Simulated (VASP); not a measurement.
# C in VASP: relaxation of the atoms with r2SCAN+rVV10

Aim: the relaxation of the atoms of C with r2SCAN+rVV10.

Program: VASP 6.6.1. These are calculated values, not measurements. Logs are shortened: lines on timing, memory, paths and dates and some standing lists are left out, and cuts for length are marked.

## (1) The cell of the first run

The cell holds a slab with vacuum, 4 atoms: a = 2.460 Å, b = 2.460 Å, c = 21.350 Å, α = 90.00°, β = 90.00°, γ = 120.00°.

## (2) Relaxation of the atoms, r2SCAN+rVV10

Contents of POSCAR:

```
C
1.0
    2.4600000000      0.0000000000      0.0000000000
   -1.2300000000      2.1304224933      0.0000000000
    0.0000000000      0.0000000000     21.3500000000
C
4
Direct
    0.0000000000      0.0000000000      0.5784543326
    0.3333333333      0.6666666667      0.5784543326
    0.0000000000      0.0000000000      0.4215456674
    0.6666666667      0.3333333333      0.4215456674
```

Contents of INCAR.step1:

```
SYSTEM = C
  PREC = Accurate
  ENCUT = 580
  ISMEAR = 0
  SIGMA = 0.05
  LREAL = .False.
  LASPH = .True.
  NELM = 120
  GGA = PE
  ALGO = Normal
  EDIFF = 1E-5
  LWAVE = .True.
  LCHARG = .False.
  GGA_COMPAT = .False.
  IBRION = 2
  EDIFFG = -0.01
  NELMIN = 4
  NSW = 100
  NELMDL = -8
```

Contents of INCAR.step2:

```
SYSTEM = C
  PREC = Accurate
  ENCUT = 580
  EDIFF = 1E-7
  ISMEAR = 0
  SIGMA = 0.05
  LREAL = .False.
  LASPH = .True.
  NELM = 120
  ALGO = Normal
  ISIF = 2
  LWAVE = .False.
  LCHARG = .False.
  METAGGA = R2SCAN
  LMIXTAU = .True.
  LUSE_VDW = .True.
  IVDW_NL = 2
  BPARAM = 11.95
  CPARAM = 0.0093
  IBRION = 2
  NSW = 60
  EDIFFG = -0.003
  ISTART = 1
  GGA_COMPAT = .False.
  NELMIN = 4
```

Contents of KPOINTS:

```
regular mesh
0
Gamma
  12 12 1
  0 0 0
```

Potentials or basis: VASP PAW PBE potentials, release 64 (C).

Launch:

```bash
$ cat potpaw_PBE.64/C/POTCAR > POTCAR
$ cp INCAR.step1 INCAR
$ mpirun -np 1 vasp_std > vasp.out
$ cp INCAR.step2 INCAR
$ mpirun -np 1 vasp_std > vasp.out
```

OUTCAR:

```text
SYSTEM = C
   PREC = Accurate
   ENCUT = 580
   EDIFF = 1E-7
   ISMEAR = 0
   LREAL = .False.
   LASPH = .True.
   NELM = 120
   ISIF = 2
   METAGGA = R2SCAN
   IVDW_NL = 2
   BPARAM = 11.95
   IBRION = 2
   NSW = 60
   EDIFFG = -0.003
   ISTART = 1
   NELMIN = 4

 ion  position               nearest neighbor table
   1  0.000  0.000  0.578-   2 1.42   2 1.42   2 1.42
   2  0.333  0.667  0.578-   1 1.42   1 1.42   1 1.42
   3  0.000  0.000  0.422-   4 1.42   4 1.42   4 1.42
   4  0.667  0.333  0.422-   3 1.42   3 1.42   3 1.42

  LATTYP: Found a hexagonal cell.
 ALAT       =     2.4600000000
 C/A-ratio  =     8.6788617886

  Lattice vectors:

 A1 = (   2.4600000000,   0.0000000000,   0.0000000000)
 A2 = (  -1.2300000000,   2.1304224933,   0.0000000000)
 A3 = (   0.0000000000,   0.0000000000,  21.3500000000)

Analysis of symmetry for initial positions (statically):
=====================================================================
 Subroutine PRICEL returns:
 Original cell was already a primitive cell.

 Routine SETGRP: Setting up the symmetry group for a
 hexagonal supercell.

 Subroutine GETGRP returns: Found 12 space group operations
 (whereof 12 operations were pure point group operations)
 out of a pool of 24 trial point group operations.

The static configuration has the point symmetry D_3d.

Analysis of symmetry for dynamics (positions and initial velocities):
=====================================================================
 Subroutine PRICEL returns:
 Original cell was already a primitive cell.

 Routine SETGRP: Setting up the symmetry group for a
 hexagonal supercell.

 Subroutine GETGRP returns: Found 12 space group operations
 (whereof 12 operations were pure point group operations)
 out of a pool of 24 trial point group operations.

The dynamic configuration has the point symmetry D_3d.

 Subroutine INISYM returns: Found 12 space group operations
 (whereof 12 operations are pure point group operations),
 and found     1 'primitive' translations

----------------------------------------------------------------------------------------

                                     Primitive cell

  volume of cell :     111.8919

  direct lattice vectors                    reciprocal lattice vectors
     2.460000000  0.000000000  0.000000000     0.406504065  0.234695231  0.000000000
    -1.230000000  2.130422493  0.000000000     0.000000000  0.469390463  0.000000000
     0.000000000  0.000000000 21.350000000     0.000000000  0.000000000  0.046838407

[... 76 lines left out ...]
   LNONCOLLINEAR =      F non collinear calculations
   LSORBIT =      F    spin-orbit coupling
   LASPH  =      T    aspherical Exc in radial PAW
   ENCUT  =  580.0 eV  42.63 Ry    6.53 a.u.   4.83  4.83 41.92*2*pi/ulx,y,z
   NELM   =    120;   NELMIN=  4; NELMDL=  0     # of ELM steps
   EDIFF  = 0.1E-06   stopping-criterion for ELM
   LREAL  =      F    real-space projection
   EDIFFG = -.3E-02   stopping-criterion for IOM
   NSW    =     60    number of steps for IOM
   IBRION =      2    ionic relax: 0-MD 1-quasi-New 2-CG
   NFREE  =      1    steps in history (QN), initial steepest desc. (CG)
   ISIF   =      2    stress and relaxation
   ISYM   =      2    0-nonsym 1-usesym 2-fastsym
   POTIM  = 0.5000    time-step for ionic-motion
   TEBEG  =    0.0;   TEEND  =   0.0 temperature during run
   PSTRESS=    0.0 pullay stress
   NELECT =      16.0000    total number of electrons
   NUPDOWN=      -1.0000    fix difference up-down
   EMIN   =  10.00;   EMAX   =-10.00  energy-range for DOS
   EFERMI =   0.00;   METHOD = LEGACY
   ISMEAR =     0;   SIGMA  =   0.05  broadening in eV -4-tet -1-fermi 0-gaus
   EFERMI_NEDOS =   21; number of points for ismear=-14 and -15
   IALGO  =     38    algorithm
   IMIX   =      4    mixing-type and parameters
     AMIX     =   0.40;   BMIX     =  1.00
     AMIX_MAG =   1.60;   BMIX_MAG =  1.00
  volume/ion in A,a.u.               =      27.97       188.77
  Fermi-wavevector in a.u.,A,eV,Ry     =   0.856082  1.617760  9.971383  0.732876
  Thomas-Fermi vector in A             =   1.972929
   LORBIT       =      0    0 simple, 1 ext, 2 COOP (PROOUT), +10 PAW based schemes
   METAGGA = R2SCAN    functional components
   LHFCALC =     F    Hartree Fock is set to
   AEXX    =    0.0000 exact exchange contribution
   IVDW_NL    =     2    kernel type
   BPARAM     =11.9500
   IVDW    =     0    specifies the selected vdW correction
   LEPSILON=     F    determine dielectric tensor
   LRPA    =     F    only Hartree local field effects (RPA)
 conjugate gradient relaxation of ions
 non-spin polarized calculation
 Gauss-broadening in eV      SIGMA  =   0.05
  energy-cutoff  :      580.00
  volume of cell :      111.89
 maximum number of plane-waves:      3582
 NGX is ok and might be reduce to    20
   NGX =  9   NGY =  9   NGZ = 83

--------------------------------------- Ionic step        1  -------------------------------------------

 number of electron      16.0000000 magnetization

 Free energy of the ion-electron system (eV)
  ---------------------------------------------------
  ext. energy  EPLUGINS =         0.00000000
  ---------------------------------------------------
  free energy    TOTEN  =       -39.29777753 eV

  energy without entropy =      -39.29699393  energy(sigma->0) =      -39.29738573

------------------------ aborting loop because EDIFF is reached ----------------------------------------

  FORCE on cell =-STRESS in cart. coord.  units (eV):
  Direction    XX          YY          ZZ          XY          YZ          ZX
  --------------------------------------------------------------------------------------
  -------------------------------------------------------------------------------------
  Total       -0.3759093     -0.3759093     -0.0752927      0.0000000      0.0000000     -0.0000000
  in kB       -5.3826350     -5.3826350     -1.0781137      0.0000000      0.0000000     -0.0000000
  external PRESSURE =      -3.9477945 kB  Pullay stress =       0.0000000 kB
[... 63 lines left out ...]
--------------------------------------- Ionic step        3  -------------------------------------------

 number of electron      16.0000000 magnetization

 Free energy of the ion-electron system (eV)
  ---------------------------------------------------
  ext. energy  EPLUGINS =         0.00000000
  ---------------------------------------------------
  free energy    TOTEN  =       -39.29778351 eV

  energy without entropy =      -39.29699991  energy(sigma->0) =      -39.29739171

 E-fermi :  -1.5002     XC(G=0):  -3.7959

 val. band max:       -1.5001957196   @ k =   0.3333   0.3333   0.0000
 cond. band min:      -1.5001957189   @ k =   0.3333   0.3333   0.0000
 fundamental gap:      0.0000000007
 Fermi energy:        -1.5001957192

 k-point     1 :       0.0000    0.0000    0.0000
  band No.  band energies     occupation
      1     -22.3773      2.00000
      2     -22.2255      2.00000
      3     -10.0923      2.00000
      4      -9.0747      2.00000
      5      -4.7111      2.00000
      6      -4.7111      2.00000
      7      -4.7012      2.00000
      8      -4.7012      2.00000
      9       2.2185      0.00000
     10       2.6280      0.00000
     11       3.1796      0.00000
     12       4.1914      0.00000
[... 299 lines left out ...]
  FREE ENERGIE OF THE ION-ELECTRON SYSTEM (eV)
  ---------------------------------------------------
  free  energy   TOTEN  =       -39.2977835085 eV

  energy  without entropy=      -39.2969999119  energy(sigma->0) =      -39.29739171

 reached required accuracy - stopping structural energy minimisation
```

OUTCAR.step1:

```text
SYSTEM = C
   PREC = Accurate
   ENCUT = 580
   ISMEAR = 0
   LREAL = .False.
   LASPH = .True.
   NELM = 120
   GGA = PE
   EDIFF = 1E-5
   IBRION = 2
   EDIFFG = -0.01
   NELMIN = 4
   NSW = 100
[... 402 lines left out ...]
  band No.  band energies     occupation
      1     -20.9898      2.00000
      2     -20.9658      2.00000
      3      -9.2094      2.00000
      4      -8.9165      2.00000
      5      -4.4402      2.00000
      6      -4.4402      2.00000
      7      -4.4394      2.00000
      8      -4.4394      2.00000
      9       1.8022      0.00000
     10       2.2801      0.00000
     11       2.9583      0.00000
     12       3.8031      0.00000
[... 299 lines left out ...]
  FREE ENERGIE OF THE ION-ELECTRON SYSTEM (eV)
  ---------------------------------------------------
  free  energy   TOTEN  =       -36.8965403471 eV

  energy  without entropy=      -36.8957066509  energy(sigma->0) =      -36.89612350

 reached required accuracy - stopping structural energy minimisation
```

Run time: 17 min. Hardware: 1 thread of Intel Xeon 6975P-C, shared host; peak memory 0.52 GiB.

Results:

```
Free energy               : -39.2978 eV
Energy gained by relaxing : 0.0 meV/atom
Ionic steps               : 3
Band gap on the k mesh    : zero (filled and empty bands touch)
```

Final structure:
```
C
1.0
     2.46000    0.00000    0.00000
    -1.23000    2.13042    0.00000
     0.00000    0.00000   21.35000
C
4
Direct
  0.00000 0.00000 0.57844
  0.33333 0.66667 0.57847
  0.00000 0.00000 0.42156
  0.66667 0.33333 0.42153
```

Caveat: the PAW data sets were made with another functional, which shifts forces and pressure a little.
